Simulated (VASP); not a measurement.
# CdTe (F-43m) in VASP: notebook

The runs below take CdTe through single point, with PBE.

Everything below comes from runs of VASP 6.6.1. Logs are shortened: lines on timing, memory, paths and dates and some standing lists are left out, and cuts for length are marked.

## Step 1: The cell of the first run

Symmetry: F-43m, No. 216, cubic system. The conventional cell has a = 6.419 Å, b = 6.419 Å, c = 6.419 Å, α = 90.00°, β = 90.00°, γ = 90.00°. Within 3.7 Å of Cd (site symmetry -43m) lie 4 Te at 2.78 Å. Te (site symmetry -43m) has 4 Cd at 2.78 Å within 3.7 Å.

## Step 2: Single point, PBE (strain -0.030 along x and y, -0.030 along z)

Input file INCAR:

```
SYSTEM = CdTe
ALGO     = Normal         ! electronic algorithm
EDIFF    = 1E-6           ! SCF threshold, eV
ENCUT    = 520            ! plane-wave cutoff, eV
GGA      = PE             ! functional
ISIF     = 2              ! what is computed and relaxed
ISMEAR   = 0              ! smearing method
LASPH    = .TRUE.         ! aspherical terms in the spheres
LCHARG   = .FALSE.        ! write CHGCAR
LREAL    = .FALSE.        ! projectors in reciprocal space
LWAVE    = .FALSE.        ! write WAVECAR
NBANDS   = 16             ! bands
NELM     = 80             ! most SCF steps
PREC     = Accurate       ! precision mode
SIGMA    = 0.05           ! smearing width, eV
```

Input file KPOINTS:

```
k-points
0
G
  10 10 10
  0 0 0
```

Input file POSCAR:

```
CdTe
1.0
    0.0000000000      3.2094260826      3.2094260826
    3.2094260826      0.0000000000      3.2094260826
    3.2094260826      3.2094260826      0.0000000000
Cd Te
1 1
Direct
    0.0000000000      0.0000000000      0.0000000000
    0.7500000000      0.7500000000      0.7500000000
```

Potentials or basis: VASP PAW PBE potentials, release 64 (Cd, Te).

Started as:

```console
$ cat potpaw_PBE.64/Cd/POTCAR potpaw_PBE.64/Te/POTCAR > POTCAR
$ mpirun -np 1 vasp_std > vasp.out
```

OUTCAR:

```text
SYSTEM = CdTe
   EDIFF = 1E-6
   ENCUT = 520
   GGA = PE
   ISIF = 2
   ISMEAR = 0
   LASPH = .TRUE.
   LREAL = .FALSE.
   NELM = 80
   PREC = Accurate

 ion  position               nearest neighbor table
   1  0.000  0.000  0.000-   2 2.78   2 2.78   2 2.78   2 2.78
   2  0.750  0.750  0.750-   1 2.78   1 2.78   1 2.78   1 2.78

  LATTYP: Found a face centered cubic cell.
 ALAT       =     6.4188521652

  Lattice vectors:

 A1 = (   0.0000000000,   3.2094260826,   3.2094260826)
 A2 = (   3.2094260826,   0.0000000000,   3.2094260826)
 A3 = (   3.2094260826,   3.2094260826,   0.0000000000)

Analysis of symmetry for initial positions (statically):
=====================================================================
 Subroutine PRICEL returns:
 Original cell was already a primitive cell.

 Routine SETGRP: Setting up the symmetry group for a
 face centered cubic supercell.

 Subroutine GETGRP returns: Found 24 space group operations
 (whereof 24 operations were pure point group operations)
 out of a pool of 48 trial point group operations.

The static configuration has the point symmetry T_d .

Analysis of symmetry for dynamics (positions and initial velocities):
=====================================================================
 Subroutine PRICEL returns:
 Original cell was already a primitive cell.

 Routine SETGRP: Setting up the symmetry group for a
 face centered cubic supercell.

 Subroutine GETGRP returns: Found 24 space group operations
 (whereof 24 operations were pure point group operations)
 out of a pool of 48 trial point group operations.

The dynamic configuration has the point symmetry T_d .

 Subroutine INISYM returns: Found 24 space group operations
 (whereof 24 operations are pure point group operations),
 and found     1 'primitive' translations

----------------------------------------------------------------------------------------

                                     Primitive cell

  volume of cell :      66.1168

  direct lattice vectors                    reciprocal lattice vectors
     0.000000000  3.209426083  3.209426083    -0.155791094  0.155791094  0.155791094
     3.209426083  0.000000000  3.209426083     0.155791094 -0.155791094  0.155791094
     3.209426083  3.209426083  0.000000000     0.155791094  0.155791094 -0.155791094

  length of vectors
     4.538813893  4.538813893  4.538813893     0.269838090  0.269838090  0.269838090

  position of ions in fractional coordinates (direct lattice)
     0.000000000  0.000000000  0.000000000
     0.750000000  0.750000000  0.750000000

  ion indices of the primitive-cell ions
   primitive index   ion index
                 1           1
                 2           2

----------------------------------------------------------------------------------------

 KPOINTS: k-points

Automatic generation of k-mesh.
 Grid dimensions read from file:
 generate k-points for:   10   10   10

 Generating k-lattice:

  Cartesian coordinates                     Fractional coordinates (reciprocal lattice)
    -0.015579109  0.015579109  0.015579109     0.100000000  0.000000000  0.000000000
     0.015579109 -0.015579109  0.015579109     0.000000000  0.100000000  0.000000000
     0.015579109  0.015579109 -0.015579109     0.000000000  0.000000000  0.100000000

  Length of vectors
     0.026983809  0.026983809  0.026983809

  Shift w.r.t. Gamma in fractional coordinates (k-lattice)
     0.000000000  0.000000000  0.000000000

 Subroutine IBZKPT returns following result:
 ===========================================

 Found     47 irreducible k-points:

 Following reciprocal coordinates:
            Coordinates               Weight
  0.000000  0.000000  0.000000      1.000000
  0.100000  0.000000  0.000000      8.000000
  0.200000  0.000000  0.000000      8.000000
  0.300000  0.000000  0.000000      8.000000
  0.400000  0.000000  0.000000      8.000000
  0.500000  0.000000  0.000000      4.000000
[... 16 lines left out ...]
  0.300000  0.300000  0.000000      6.000000
  0.400000  0.300000  0.000000     24.000000
 [... further k-points ...]
   k-points           NKPTS =     47   k-points in BZ     NKDIM =     47   number of bands    NBANDS=     16
   number of dos      NEDOS =    301   number of ions     NIONS =      2
   total plane-waves  NPLWV =  46656
   dimension x,y,z NGX =    36 NGY =   36 NGZ =   36
   dimension x,y,z NGXF=    72 NGYF=   72 NGZF=   72
   ions per type =               1   1
   NGX,Y,Z   is equivalent  to a cutoff of  13.19, 13.19, 13.19 a.u.
   NGXF,Y,Z  is equivalent  to a cutoff of  26.37, 26.37, 26.37 a.u.
 SYSTEM =  CdTe
   PREC   = accura    normal or accurate (medium, high low for compatibility)
   ISTART =      0    job   : 0-new  1-cont  2-samecut
   ICHARG =      2    charge: 1-file 2-atom 10-const
   ISPIN  =      1    spin polarized calculation?
   LNONCOLLINEAR =      F non collinear calculations
   LSORBIT =      F    spin-orbit coupling
   LASPH  =      T    aspherical Exc in radial PAW
   ENCUT  =  520.0 eV  38.22 Ry    6.18 a.u.   8.44  8.44  8.44*2*pi/ulx,y,z
   NELM   =     80;   NELMIN=  2; NELMDL= -5     # of ELM steps
   EDIFF  = 0.1E-05   stopping-criterion for ELM
   LREAL  =      F    real-space projection
   EDIFFG = 0.1E-04   stopping-criterion for IOM
   NSW    =      0    number of steps for IOM
   IBRION =     -1    ionic relax: 0-MD 1-quasi-New 2-CG
   NFREE  =      0    steps in history (QN), initial steepest desc. (CG)
   ISIF   =      2    stress and relaxation
   ISYM   =      2    0-nonsym 1-usesym 2-fastsym
   POTIM  = 0.5000    time-step for ionic-motion
   TEBEG  =    0.0;   TEEND  =   0.0 temperature during run
   PSTRESS=    0.0 pullay stress
   NELECT =      18.0000    total number of electrons
   NUPDOWN=      -1.0000    fix difference up-down
   EMIN   =  10.00;   EMAX   =-10.00  energy-range for DOS
   EFERMI =   0.00;   METHOD = LEGACY
   ISMEAR =     0;   SIGMA  =   0.05  broadening in eV -4-tet -1-fermi 0-gaus
   EFERMI_NEDOS =   21; number of points for ismear=-14 and -15
   IALGO  =     38    algorithm
   IMIX   =      4    mixing-type and parameters
     AMIX     =   0.40;   BMIX     =  1.00
     AMIX_MAG =   1.60;   BMIX_MAG =  1.00
  volume/ion in A,a.u.               =      33.06       223.09
  Fermi-wavevector in a.u.,A,eV,Ry     =   1.061032  2.005059 15.317274  1.125788
  Thomas-Fermi vector in A             =   2.196433
   LORBIT       =      0    0 simple, 1 ext, 2 COOP (PROOUT), +10 PAW based schemes
   GGA     = PE    functional components
   LHFCALC =     F    Hartree Fock is set to
   AEXX    =    0.0000 exact exchange contribution
   IVDW    =     0    specifies the selected vdW correction
   LEPSILON=     F    determine dielectric tensor
   LRPA    =     F    only Hartree local field effects (RPA)
 non-spin polarized calculation
 Gauss-broadening in eV      SIGMA  =   0.05
  energy-cutoff  :      520.00
  volume of cell :       66.12
 maximum number of plane-waves:      1807
 NGX is ok and might be reduce to    36
   NGX = 17   NGY = 17   NGZ = 17

 number of electron      17.9999995 magnetization

 Free energy of the ion-electron system (eV)
  ---------------------------------------------------
  ext. energy  EPLUGINS =         0.00000000
  ---------------------------------------------------
  free energy    TOTEN  =        -4.73480125 eV

  energy without entropy =       -4.73480125  energy(sigma->0) =       -4.73480125

 E-fermi :   2.8308     XC(G=0):  -8.7142

 val. band max:        2.6140548802   @ k =   0.0000   0.0000   0.0000
 cond. band min:       3.4750388801   @ k =   0.0000   0.0000   0.0000
 fundamental gap:      0.8609839999
 Fermi energy:         2.8308056620

 k-point     1 :       0.0000    0.0000    0.0000
  band No.  band energies     occupation
      1      -8.7297      2.00000
      2      -5.7750      2.00000
      3      -5.7750      2.00000
      4      -5.7750      2.00000
      5      -5.4923      2.00000
      6      -5.4923      2.00000
[... 8 lines left out ...]
     15      12.0226      0.00000
     16      12.0226      0.00000

 k-point     2 :       0.1000    0.0000    0.0000
  band No.  band energies     occupation
      1      -8.6891      2.00000
      2      -5.7671      2.00000
      3      -5.7671      2.00000
      4      -5.7455      2.00000
      5      -5.4930      2.00000
      6      -5.4930      2.00000
[... 8 lines left out ...]
     15      11.4282      0.00000
     16      11.4282      0.00000

 k-point     3 :       0.2000    0.0000    0.0000
  band No.  band energies     occupation
      1      -8.5823      2.00000
      2      -5.7475      2.00000
      3      -5.7475      2.00000
      4      -5.6476      2.00000
      5      -5.4936      2.00000
      6      -5.4936      2.00000
[... 8 lines left out ...]
     15      11.0376      0.00000
     16      11.0801      0.00000

 k-point     4 :       0.3000    0.0000    0.0000
  band No.  band energies     occupation
      1      -8.4505      2.00000
      2      -5.7259      2.00000
      3      -5.7259      2.00000
      4      -5.4911      2.00000
      5      -5.4911      2.00000
      6      -5.4674      2.00000
[... 8 lines left out ...]
     15      11.2974      0.00000
     16      11.2974      0.00000

 k-point     5 :       0.4000    0.0000    0.0000
  band No.  band energies     occupation
      1      -8.3453      2.00000
      2      -5.7112      2.00000
      3      -5.7112      2.00000
      4      -5.4856      2.00000
      5      -5.4856      2.00000
      6      -5.2385      2.00000
[... 8 lines left out ...]
     15      12.1635      0.00000
     16      12.1635      0.00000

 k-point     6 :       0.5000    0.0000    0.0000
  band No.  band energies     occupation
      1      -8.3058      2.00000
      2      -5.7064      2.00000
      3      -5.7064      2.00000
      4      -5.4826      2.00000
      5      -5.4826      2.00000
      6      -5.1162      2.00000
[... 8 lines left out ...]
     15      12.9946      0.00000
     16      12.9946      0.00000
[... 267 lines left out ...]
 k-point    21 :      -0.3000    0.2000    0.0000
  band No.  band energies     occupation
      1      -8.3085      2.00000
      2      -5.6900      2.00000
      3      -5.6889      2.00000
      4      -5.4994      2.00000
      5      -5.4989      2.00000
      6      -5.1975      2.00000
[... 8 lines left out ...]
     15      12.1153      0.00000
     16      13.2967      0.00000

 k-point    22 :      -0.2000    0.2000    0.0000
  band No.  band energies     occupation
      1      -8.4064      2.00000
      2      -5.7151      2.00000
      3      -5.7024      2.00000
      4      -5.5095      2.00000
      5      -5.5038      2.00000
      6      -5.3950      2.00000
[... 8 lines left out ...]
     15      12.2781      0.00000
     16      12.9624      0.00000

 k-point    23 :       0.3000    0.3000    0.0000
  band No.  band energies     occupation
      1      -8.3614      2.00000
      2      -5.6630      2.00000
      3      -5.6630      2.00000
      4      -5.5949      2.00000
      5      -5.4707      2.00000
      6      -5.3762      2.00000
[... 8 lines left out ...]
     15      12.7670      0.00000
     16      14.2626      0.00000

 k-point    24 :       0.4000    0.3000    0.0000
  band No.  band energies     occupation
      1      -8.2804      2.00000
      2      -5.6512      2.00000
      3      -5.6407      2.00000
      4      -5.5800      2.00000
      5      -5.4677      2.00000
      6      -5.2221      2.00000
[... 8 lines left out ...]
     15      13.1854      0.00000
     16      14.4365      0.00000

 [... further k-points ...]

------------------------ aborting loop because EDIFF is reached ----------------------------------------

  FORCE on cell =-STRESS in cart. coord.  units (eV):
  Direction    XX          YY          ZZ          XY          YZ          ZX
  --------------------------------------------------------------------------------------
  -------------------------------------------------------------------------------------
  Total        1.7196865      1.7196865      1.7196865      0.0000000      0.0000000      0.0000000
  in kB       41.6723252     41.6723252     41.6723252      0.0000000      0.0000000      0.0000000
  external PRESSURE =      41.6723252 kB  Pullay stress =       0.0000000 kB

 VOLUME and BASIS-vectors are now :
 -----------------------------------------------------------------------------
  energy-cutoff  :      520.00
  volume of cell :       66.12
      direct lattice vectors                 reciprocal lattice vectors
     0.000000000  3.209426083  3.209426083    -0.155791094  0.155791094  0.155791094
     3.209426083  0.000000000  3.209426083     0.155791094 -0.155791094  0.155791094
     3.209426083  3.209426083  0.000000000     0.155791094  0.155791094 -0.155791094

 POSITION                                       TOTAL-FORCE (eV/Angst)
 -----------------------------------------------------------------------------------
      0.00000      0.00000      0.00000         0.000000      0.000000      0.000000
      4.81414      4.81414      4.81414        -0.000000     -0.000000     -0.000000
 -----------------------------------------------------------------------------------
    total drift:                                0.000000      0.000000      0.000000

  FREE ENERGIE OF THE ION-ELECTRON SYSTEM (eV)
  ---------------------------------------------------
  free  energy   TOTEN  =        -4.7348012510 eV

  energy  without entropy=       -4.7348012510  energy(sigma->0) =       -4.73480125
```

Wall time 79 s (1 thread of Intel Xeon 8259CL, shared host); peak memory 0.23 GiB.

What came out:

```yaml
Free_energy: -4.7348 eV
Pressure: 4.2 GPa
Band_gap_on_the_k_mesh: 0.86 eV
```

Caveat: the cell differs from its parent crystal (strain -0.030 along x and y, -0.030 along z); the cell stands under pressure; spin-orbit coupling is left out, which moves the levels of the heavy elements.

## Step 3: Single point, PBE (strain -0.015 along x and y, -0.015 along z)

Input file INCAR:

```
PREC     = Accurate       # precision mode
ENCUT    = 520            # plane-wave cutoff, eV
EDIFF    = 1E-6           # SCF threshold, eV
ISMEAR   = 0              # smearing method
SIGMA    = 0.05           # smearing width, eV
LREAL    = F              # projectors in reciprocal space
LASPH    = T              # aspherical terms in the spheres
NELM     = 100            # most SCF steps
ALGO     = Normal         # electronic algorithm
ISIF     = 2              # what is computed and relaxed
LWAVE    = F              # write WAVECAR
LCHARG   = F              # write CHGCAR
GGA      = PE             # functional
NBANDS   = 16             # bands
```

Input file KPOINTS:

```
Automatic mesh
0
Gamma
  10 10 10
```

Input file POSCAR:

```
CdTe
1.0
    0.0000000000      3.2590563829      3.2590563829
    3.2590563829      0.0000000000      3.2590563829
    3.2590563829      3.2590563829      0.0000000000
Cd Te
1 1
Direct
    0.0000000000      0.0000000000      0.0000000000
    0.7500000000      0.7500000000      0.7500000000
```

Potentials or basis: VASP PAW PBE potentials, release 64 (Cd, Te).

Started as:

```console
$ cat potpaw_PBE.64/Cd/POTCAR potpaw_PBE.64/Te/POTCAR > POTCAR
$ mpirun -np 1 vasp_std > vasp.out
```

Wall time 70 s (1 thread of Intel Xeon 8259CL, shared host); peak memory 0.23 GiB.

Results (log left out):

```
Free energy            : -4.7931 eV
Pressure               : 1.9 GPa
Band gap on the k mesh : 0.72 eV
```

Levels at points of the mesh, in eV from the valence-band top:
```tsv
k point	band 6	band 7	band 8	band 9	band 10	band 11	band 12	band 13
(0.00, 0.00, 0.00)	-7.98	0.00	0.00	0.00	0.72	4.62	4.62	4.62
(0.50, 0.00, 0.00)	-7.64	-4.33	-0.75	-0.75	1.80	5.20	5.20	7.07
(0.50, 0.50, 0.00)	-7.51	-4.22	-1.81	-1.81	2.65	2.67	8.75	9.04
```

Caveat: the cell differs from its parent crystal (strain -0.015 along x and y, -0.015 along z); spin-orbit coupling is left out, which moves the levels of the heavy elements.
